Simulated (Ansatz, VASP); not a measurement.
# Cu in VASP and in Ansatz

File POSCAR:

```
Cu
1.0
    0.0000000000      1.7706018915      1.7706018915
    1.7706018915      0.0000000000      1.7706018915
    1.7706018915      1.7706018915      0.0000000000
Cu
1
Direct
    0.0000000000      0.0000000000      0.0000000000
```

INCAR.step1

```
PREC     = Accurate       # precision mode
ENCUT    = 900            # plane-wave cutoff, eV
ISMEAR   = -1             # smearing method
SIGMA    = 0.05           # smearing width, eV
LREAL    = False          # projectors in reciprocal space
LASPH    = True           # aspherical terms in the spheres
NELM     = 120            # most SCF steps
NBANDS   = 16             # bands
GGA      = PE             # functional
ALGO     = Normal         # electronic algorithm
EDIFF    = 1E-5           # SCF threshold, eV
LWAVE    = True           # write WAVECAR
LCHARG   = False          # write CHGCAR
GGA_COMPAT= False
```

INCAR.step2

```
PREC     = Accurate       # precision mode
ENCUT    = 900            # plane-wave cutoff, eV
EDIFF    = 1E-6           # SCF threshold, eV
ISMEAR   = -1             # smearing method
SIGMA    = 0.05           # smearing width, eV
LREAL    = False          # projectors in reciprocal space
LASPH    = True           # aspherical terms in the spheres
NELM     = 120            # most SCF steps
ALGO     = Normal         # electronic algorithm
ISIF     = 2              # what is computed and relaxed
LWAVE    = False          # write WAVECAR
LCHARG   = False          # write CHGCAR
METAGGA  = R2SCAN         # meta-GGA
LMIXTAU  = True         
LUSE_VDW = True         
IVDW_NL  = 2            
BPARAM   = 11.95        
CPARAM   = 0.0093       
NBANDS   = 16             # bands
ISTART   = 1            
GGA_COMPAT= False
```

Contents of KPOINTS:

```
Automatic mesh
0
Gamma
  13 13 13
```

File input.yaml:

```yaml
crystal:
  lattice:
    - [0.0, 1.7706018915, 1.7706018915]
    - [1.7706018915, 0.0, 1.7706018915]
    - [1.7706018915, 1.7706018915, 0.0]
  atoms:
    - { symbol: Cu, position: [0.0, 0.0, 0.0] }
hamiltonian:
  xc: r2scan
  pseudopotentials: { kind: paw }
  dispersion: rvv10
kpoints:
  mp_grid: { grid: [13, 13, 13] }
scf:
  occupations: { method: fermi_dirac, width: 0.05 }
output:
  forces: true
  stress: true
  eigenvalues: true
```

Alike in both runs: task single point; functional r2SCAN; dispersion rVV10; k mesh 13 × 13 × 13; occupations fermi-dirac, width 0.05 eV; no spin polarisation.

```csv
,VASP,Ansatz
version,VASP 6.6.1,Ansatz 0.2.0
potentials or method,"VASP PAW PBE potentials, release 64 (Cu_sv_GW)",Ansatz PAW
plane-wave cutoff (eV),900,500
valence electrons in the cell,19,19
```

Ansatz gave:

- gap on the k mesh at the Fermi level (eV): none
- pressure (GPa): 2.9

**Question.** What did VASP give for the same quantities?

**Answer.** gap on the k mesh at the Fermi level (eV): none; pressure (GPa): 2.0.

VASP's potentials were made for PBE, not for r2SCAN. A gap of «none» marks a metal or a gap that the smearing closes.
